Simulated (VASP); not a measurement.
Mg3ZrN:

```
CELL_PARAMETERS angstrom
5.37381 0.00000 0.00000
0.00000 5.37381 0.00000
0.00000 0.00000 3.19257
ATOMIC_POSITIONS crystal
Mg 0.00000 0.50000 0.00000
Mg 0.50000 0.00000 0.00000
Mg 0.50000 0.50000 0.00000
Zr 0.00000 0.00000 0.50000
N 0.50000 0.50000 0.50000
```

| Item | Value |
| --- | --- |
| Program | VASP 6.6.1 |
| Task | relaxation of cell and atoms |
| Functional | PBE |
| Potentials or basis | VASP PAW PBE potentials, release 64 (Mg, Zr_sv, N) |
| Cutoff | 600 eV |
| k mesh | 4 × 4 × 6 |
| Occupations | gaussian, width 0.1 eV |
| Spin | no spin polarisation |

At the start: pressure 23.6 GPa; volume 18.44 Å³/atom.

Task: How do energy, volume and symmetry change on relaxing?

Result: Over 7 steps the energy falls by 466.8 meV/atom and the volume is 21.32 Å³/atom (+15.6 %); space group P4/mmm (No. 123, to 0.05 Å).

The path:
| step | energy change (eV) | largest force (eV/Å) | pressure (GPa) | volume (Å³) |
| --- | --- | --- | --- | --- |
| 1 | 0.0000 | 0.0000 | 23.56 | 92.19 |
| 2 | -0.9652 | 0.0000 | -9.41 | 129.95 |
| 3 | -2.3204 | 0.0000 | -1.32 | 110.12 |
| 4 | -2.3246 | 0.0000 | -0.87 | 109.52 |
| 5 | -2.3254 | 0.0000 | -0.59 | 109.14 |
| 6 | -2.3311 | 0.0000 | -0.32 | 108.04 |
| 7 | -2.3338 | 0.0000 | 0.08 | 106.61 |

Final structure:
```cif
data_structure
_symmetry_space_group_name_H-M 'P 1'
_symmetry_Int_Tables_number 1
_cell_length_a 5.3630
_cell_length_b 5.3630
_cell_length_c 3.7066
_cell_angle_alpha 90.000
_cell_angle_beta 90.000
_cell_angle_gamma 90.000
_cell_volume 106.61
loop_
_atom_site_label
_atom_site_type_symbol
_atom_site_fract_x
_atom_site_fract_y
_atom_site_fract_z
_atom_site_occupancy
Mg1 Mg 0.00000 0.50000 0.00000 1
Mg2 Mg 0.50000 0.00000 0.00000 1
Mg3 Mg 0.50000 0.50000 0.00000 1
Zr1 Zr 0.00000 0.00000 0.50000 1
N1 N 0.50000 0.50000 0.50000 1
```

Caveat: the volume moved by over 15 % at a fixed basis, so the end points are rough.
